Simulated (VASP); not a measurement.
A run of VASP 6.6.1 is set up as follows.

File INCAR:

```
SYSTEM = InPd
  PREC = Accurate
  ENCUT = 500
  EDIFF = 1E-6
  ISMEAR = 1
  SIGMA = 0.1
  LREAL = .FALSE.
  LASPH = .TRUE.
  NELM = 120
  ALGO = Normal
  ISIF = 2
  LWAVE = .FALSE.
  LCHARG = .TRUE.
  GGA = PS
  LELF = .TRUE.
  LVHAR = .TRUE.
  NBANDS = 18
  GGA_COMPAT = .FALSE.
```

File KPOINTS:

```
Automatic mesh
0
G
  7 7 7
  0 0 0
```

The input POSCAR:

```
InPd
1.0
    3.2718850000      0.0000000000      0.0000000000
    0.0000000000      3.2718850000      0.0000000000
    0.0000000000      0.0000000000      3.2718850000
In Pd
1 1
Direct
    0.0000000000      0.0000000000      0.0000000000
    0.5000000000      0.5000000000      0.5000000000
```

Potentials or basis: VASP PAW PBE potentials, release 64 (In_d, Pd).

Launch:

```sh
$ cat potpaw_PBE.64/In_d/POTCAR potpaw_PBE.64/Pd/POTCAR > POTCAR
$ mpirun -np 1 vasp_std > vasp.out
```

Estimate the pressure.

-2.4 GPa.

Caveat: the PAW data sets were made with another functional, which shifts forces and pressure a little.
